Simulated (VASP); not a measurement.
# CaSe (F-43m) in VASP: a series of runs, part 2 of 2

VASP 6.6.1. The steps go on from the part before.

## 4. Single point, PBE

INCAR reads:

```
SYSTEM = CaSe
PREC     = Accurate       ! precision mode
ENCUT    = 500            ! plane-wave cutoff, eV
EDIFF    = 1E-6           ! SCF threshold, eV
ISMEAR   = 0              ! smearing method
SIGMA    = 0.1            ! smearing width, eV
LREAL    = .FALSE.        ! projectors in reciprocal space
LASPH    = .TRUE.         ! aspherical terms in the spheres
NELM     = 120            ! most SCF steps
ALGO     = Normal         ! electronic algorithm
ISIF     = 2              ! what is computed and relaxed
LWAVE    = .FALSE.        ! write WAVECAR
LCHARG   = .FALSE.        ! write CHGCAR
GGA      = PE             ! functional
NBANDS   = 15             ! bands
GGA_COMPAT= .FALSE.
```

KPOINTS reads:

```
Automatic mesh
0
G
  1 1 1
  0 0 0
```

POSCAR reads:

```
CaSe
1.0
    0.0000000000      3.3000000000      3.3000000000
    3.3000000000      0.0000000000      3.3000000000
    3.3000000000      3.3000000000      0.0000000000
Ca Se
1 1
Direct
    0.0000000000      0.0000000000      0.0000000000
    0.7500000000      0.7500000000      0.7500000000
```

Potentials or basis: VASP PAW PBE potentials, release 64 (Ca_sv, Se).

Run with:

```bash
$ cat potpaw_PBE.64/Ca_sv/POTCAR potpaw_PBE.64/Se/POTCAR > POTCAR
$ mpirun -np 1 vasp_gam > vasp.out
```

OUTCAR:

```text
SYSTEM = CaSe
   PREC = Accurate
   ENCUT = 500
   EDIFF = 1E-6
   ISMEAR = 0
   LREAL = .FALSE.
   LASPH = .TRUE.
   NELM = 120
   ISIF = 2
   GGA = PE

 ion  position               nearest neighbor table
   1  0.000  0.000  0.000-   2 2.86   2 2.86   2 2.86   2 2.86
   2  0.750  0.750  0.750-   1 2.86   1 2.86   1 2.86   1 2.86

  LATTYP: Found a face centered cubic cell.
 ALAT       =     6.6000000000

  Lattice vectors:

 A1 = (   0.0000000000,   3.3000000000,   3.3000000000)
[... 178 lines left out ...]

------------------------ aborting loop because EDIFF is reached ----------------------------------------

  FORCE on cell =-STRESS in cart. coord.  units (eV):
  Direction    XX          YY          ZZ          XY          YZ          ZX
  --------------------------------------------------------------------------------------
  -------------------------------------------------------------------------------------
  Total       -0.7895116     -0.7895116     -0.7895116      0.0000000      0.0000000     -0.0000000
  in kB      -17.5993771    -17.5993771    -17.5993771      0.0000000      0.0000000     -0.0000000
  external PRESSURE =     -17.5993771 kB  Pullay stress =       0.0000000 kB

 VOLUME and BASIS-vectors are now :
 -----------------------------------------------------------------------------
  energy-cutoff  :      500.00
  volume of cell :       71.87
      direct lattice vectors                 reciprocal lattice vectors
     0.000000000  3.300000000  3.300000000    -0.151515152  0.151515152  0.151515152
     3.300000000  0.000000000  3.300000000     0.151515152 -0.151515152  0.151515152
     3.300000000  3.300000000  0.000000000     0.151515152  0.151515152 -0.151515152

 POSITION                                       TOTAL-FORCE (eV/Angst)
 -----------------------------------------------------------------------------------
      0.00000      0.00000      0.00000         0.000000      0.000000     -0.000000
      4.95000      4.95000      4.95000        -0.000000     -0.000000      0.000000
 -----------------------------------------------------------------------------------
    total drift:                               -0.000000     -0.000000     -0.000000

  FREE ENERGIE OF THE ION-ELECTRON SYSTEM (eV)
  ---------------------------------------------------
  free  energy   TOTEN  =        -7.4077128774 eV

  energy  without entropy=       -7.4077128774  energy(sigma->0) =       -7.40771288
```

stdout:

```text
POSCAR found type information on POSCAR CaSe
 POSCAR found :  2 types and       2 ions
 scaLAPACK will be used
 LDA part: xc-table for (Slater+PW92), standard interpolation
 POSCAR, INCAR and KPOINTS ok, starting setup
 FFT: planning ... GRIDC
 FFT: planning ... GRID_SOFT
 FFT: planning ... GRID
 WAVECAR not read
 entering main loop
```

It took 3.4 s on 1 thread of Intel Xeon Platinum 8481C at 2.70GHz (Sapphire Rapids), shared host; peak memory 0.19 GiB.

Results:

* Free energy: -7.4077 eV
* Pressure: -1.8 GPa
* Band gap on the k mesh: 3.14 eV

Caveat: the k points lie up to 1.65 Å⁻¹ apart.

## 5. Single point, PBE

INCAR reads:

```
SYSTEM = CaSe
PREC = Accurate
ENCUT = 500
EDIFF = 1E-6
ISMEAR = 0
SIGMA = 0.081
LREAL = .FALSE.
LASPH = .TRUE.
NELM = 120
ALGO = Normal
ISIF = 2
LWAVE = .FALSE.
LCHARG = .FALSE.
GGA = PE
NBANDS = 15
GGA_COMPAT = .FALSE.
```

KPOINTS reads:

```
regular mesh
0
G
  2 2 2
  0 0 0
```

POSCAR is that of step 4.

Potentials or basis: VASP PAW PBE potentials, release 64 (Ca_sv, Se).

Run with:

```bash
$ cat potpaw_PBE.64/Ca_sv/POTCAR potpaw_PBE.64/Se/POTCAR > POTCAR
$ mpirun -np 1 vasp_std > vasp.out
```

OUTCAR:

```text
SYSTEM = CaSe
   PREC = Accurate
   ENCUT = 500
   EDIFF = 1E-6
   ISMEAR = 0
   LREAL = .FALSE.
   LASPH = .TRUE.
   NELM = 120
   ISIF = 2
   GGA = PE

 ion  position               nearest neighbor table
   1  0.000  0.000  0.000-   2 2.86   2 2.86   2 2.86   2 2.86
   2  0.750  0.750  0.750-   1 2.86   1 2.86   1 2.86   1 2.86

  LATTYP: Found a face centered cubic cell.
 ALAT       =     6.6000000000

  Lattice vectors:

 A1 = (   0.0000000000,   3.3000000000,   3.3000000000)
 A2 = (   3.3000000000,   0.0000000000,   3.3000000000)
 A3 = (   3.3000000000,   3.3000000000,   0.0000000000)

Analysis of symmetry for initial positions (statically):
=====================================================================
 Subroutine PRICEL returns:
 Original cell was already a primitive cell.

 Routine SETGRP: Setting up the symmetry group for a
 face centered cubic supercell.

 Subroutine GETGRP returns: Found 24 space group operations
 (whereof 24 operations were pure point group operations)
 out of a pool of 48 trial point group operations.

The static configuration has the point symmetry T_d .

[... 151 lines left out ...]
      4     -20.4365      2.00000
      5     -10.5389      2.00000
      6      -0.3559      2.00000
      7      -0.3559      2.00000
      8      -0.3559      2.00000
      9       2.8711      0.00000
     10       5.0293      0.00000
     11       5.0293      0.00000
     12       7.0075      0.00000
     13       7.0075      0.00000
     14       7.0075      0.00000
[... 23 lines left out ...]
      2     -20.4795      2.00000
      3     -20.4486      2.00000
      4     -20.4486      2.00000
      5     -10.2094      2.00000
      6      -1.4959      2.00000
      7      -0.3055      2.00000
      8      -0.3055      2.00000
      9       3.2491      0.00000
     10       4.6418      0.00000
     11       5.7387      0.00000
     12       5.7387      0.00000
     13       5.7630      0.00000
     14       7.6072      0.00000
     15       8.9113      0.00000

------------------------ aborting loop because EDIFF is reached ----------------------------------------

  FORCE on cell =-STRESS in cart. coord.  units (eV):
  Direction    XX          YY          ZZ          XY          YZ          ZX
  --------------------------------------------------------------------------------------
  -------------------------------------------------------------------------------------
  Total        0.1922819      0.1922819      0.1922819      0.0000000      0.0000000      0.0000000
  in kB        4.2862457      4.2862457      4.2862457      0.0000000      0.0000000      0.0000000
  external PRESSURE =       4.2862457 kB  Pullay stress =       0.0000000 kB

 VOLUME and BASIS-vectors are now :
 -----------------------------------------------------------------------------
  energy-cutoff  :      500.00
  volume of cell :       71.87
      direct lattice vectors                 reciprocal lattice vectors
     0.000000000  3.300000000  3.300000000    -0.151515152  0.151515152  0.151515152
     3.300000000  0.000000000  3.300000000     0.151515152 -0.151515152  0.151515152
     3.300000000  3.300000000  0.000000000     0.151515152  0.151515152 -0.151515152

 POSITION                                       TOTAL-FORCE (eV/Angst)
 -----------------------------------------------------------------------------------
      0.00000      0.00000      0.00000         0.000000     -0.000000     -0.000000
      4.95000      4.95000      4.95000        -0.000000      0.000000      0.000000
 -----------------------------------------------------------------------------------
    total drift:                               -0.000000     -0.000000     -0.000000

  FREE ENERGIE OF THE ION-ELECTRON SYSTEM (eV)
  ---------------------------------------------------
  free  energy   TOTEN  =        -8.7628645067 eV

  energy  without entropy=       -8.7628645067  energy(sigma->0) =       -8.76286451
```

OSZICAR:

```text
N       E                     dE             d eps       ncg     rms          rms(c)
DAV:   1     0.117647611053E+03    0.11765E+03   -0.73621E+03    90   0.926E+02
DAV:   2    -0.345166184264E+01   -0.12110E+03   -0.11318E+03   104   0.235E+02
DAV:   3    -0.890734196489E+01   -0.54557E+01   -0.53968E+01   132   0.488E+01
DAV:   4    -0.925561533448E+01   -0.34827E+00   -0.34821E+00   129   0.902E+00
DAV:   5    -0.925777197775E+01   -0.21566E-02   -0.21558E-02   125   0.858E-01    0.460E+00
DAV:   6    -0.879379211593E+01    0.46398E+00   -0.59795E-01   104   0.334E+00    0.270E+00
DAV:   7    -0.874249701485E+01    0.51295E-01   -0.29904E-01   111   0.274E+00    0.111E+00
DAV:   8    -0.876075062963E+01   -0.18254E-01   -0.35904E-02   104   0.146E+00    0.219E-01
DAV:   9    -0.876140787143E+01   -0.65724E-03   -0.41021E-03   118   0.519E-01    0.116E-01
DAV:  10    -0.876258821940E+01   -0.11803E-02   -0.96296E-04    97   0.174E-01    0.323E-02
DAV:  11    -0.876285255884E+01   -0.26434E-03   -0.36119E-04    97   0.111E-01    0.130E-02
DAV:  12    -0.876285943681E+01   -0.68780E-05   -0.13585E-05   133   0.216E-02    0.357E-03
DAV:  13    -0.876286436091E+01   -0.49241E-05   -0.83292E-06    90   0.133E-02    0.254E-03
DAV:  14    -0.876286450671E+01   -0.14580E-06   -0.41173E-07    95   0.347E-03
   1 F= -.87628645E+01 E0= -.87628645E+01  d E =-.206821E-15
```

It took 4.2 s on 1 thread of Intel Xeon Platinum 8481C at 2.70GHz (Sapphire Rapids), shared host; peak memory 0.19 GiB.

What came out:

```
Free energy            : -8.7629 eV
Pressure               : 0.4 GPa
Band gap on the k mesh : 3.15 eV, indirect (least direct gap 3.23 eV)
```

Caveat: the k points lie up to 0.82 Å⁻¹ apart. PBE gaps usually lie below the measured ones, often by a third to a half.

## 6. The runs side by side

| task | level | k mesh | cutoff (eV) | smearing | gap on the mesh (eV) | pressure (GPa) |
| --- | --- | --- | --- | --- | --- | --- |
| single point | r2SCAN | 4 × 4 × 4 | 520 | gaussian 0.1 eV | 3.62 | -0.5 |
| molecular dynamics | PBE | 1 × 1 × 1 | 350 | gaussian 0.075 eV | - | - |
| single point | PBE | 1 × 1 × 1 | 500 | gaussian 0.1 eV | 3.14 | -1.8 |
| single point | PBE | 2 × 2 × 2 | 500 | gaussian 0.081 eV | 3.15 | 0.4 |

Alike in all rows: potentials or basis VASP PAW PBE potentials, release 64 (Ca_sv, Se); no spin polarisation; cell as given.

Caveats: some runs use coarse meshes; the PAW data sets were made with another functional, which shifts forces and pressure a little (some runs).

Total energies depend on the potentials used, so only differences within one code and one set of settings carry meaning.
